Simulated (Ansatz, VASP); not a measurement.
# One calculation of Te, two programs

INCAR

```
SYSTEM = Te
PREC = Accurate
ENCUT = 520
EDIFF = 1E-8
ISMEAR = -1
SIGMA = 0.08
LREAL = .FALSE.
LASPH = .TRUE.
NELM = 60
ALGO = Normal
ISIF = 2
LWAVE = .FALSE.
LCHARG = .FALSE.
LEFG = .TRUE.
NBANDS = 16
```

File KPOINTS:

```
regular mesh
0
G
  9 9 6
  0 0 0
```

POSCAR

```
Te
1.0
    4.4728101969      0.0000000000      0.0000000000
   -2.2364050985      3.8735672569      0.0000000000
    0.0000000000      0.0000000000      5.9446845300
Te
3
Direct
    0.7450000000      0.0000000000      0.3333333333
    0.0000000000      0.7450000000      0.6666666667
    0.2550000000      0.2550000000      0.0000000000
```

Input for Ansatz:

```yaml
crystal:
  lattice:
    - [4.4728101969, 0.0, 0.0]
    - [-2.2364050985, 3.8735672569, 0.0]
    - [0.0, 0.0, 5.94468453]
  atoms:
    - { symbol: Te, position: [0.745, 0.0, 0.3333333333] }
    - { symbol: Te, position: [0.0, 0.745, 0.6666666667] }
    - { symbol: Te, position: [0.255, 0.255, 0.0] }
kpoints:
  mp_grid: { grid: [9, 9, 6] }
scf:
  occupations: { method: fermi_dirac, width: 0.08 }
hamiltonian:
  xc: lda
  pseudopotentials: { kind: paw }
output:
  forces: true
  stress: true
  eigenvalues: true
  efg: { contact_densities: true }
```

Change from the starting cell: volume scaled by 1.01, PAW files.

Alike in both runs: task electric field gradients; functional LDA; k mesh 9 × 9 × 6; occupations fermi-dirac, width 0.08 eV; no spin polarisation.

|  | VASP | Ansatz |
| --- | --- | --- |
| version | VASP 6.6.1 | Ansatz 0.2.0 |
| potentials or method | VASP PAW LDA potentials, release 64 (Te) | PAW with Ansatz's default frozen-core files, scalar-relativistic |
| plane-wave cutoff (eV) | 520 | 420 |
| valence electrons in the cell | 18 | 48 |

```csv
,VASP,Ansatz,Ansatz less VASP
pressure (GPa),-0.7,-0.8,-0.15
"traceless stress, the component that is largest in VASP (GPa)",0.29,0.20,-0.089
rms of the force components (eV/Å),0.261,0.238,-0.0223
size of Vzz on the site where it differs most (V/Å²),559.6,583.9,+24.35
```

LDA's correlation is that of Perdew and Zunger in VASP and of Perdew and Wang (1992) in Ansatz. Atom by atom the forces differ by 0.022 eV/Å (rms over components). VASP's potentials hold 18 valence electrons a cell and Ansatz's 48, so a difference there can come from the potentials and not from the codes.

Spin-orbit coupling is off throughout.
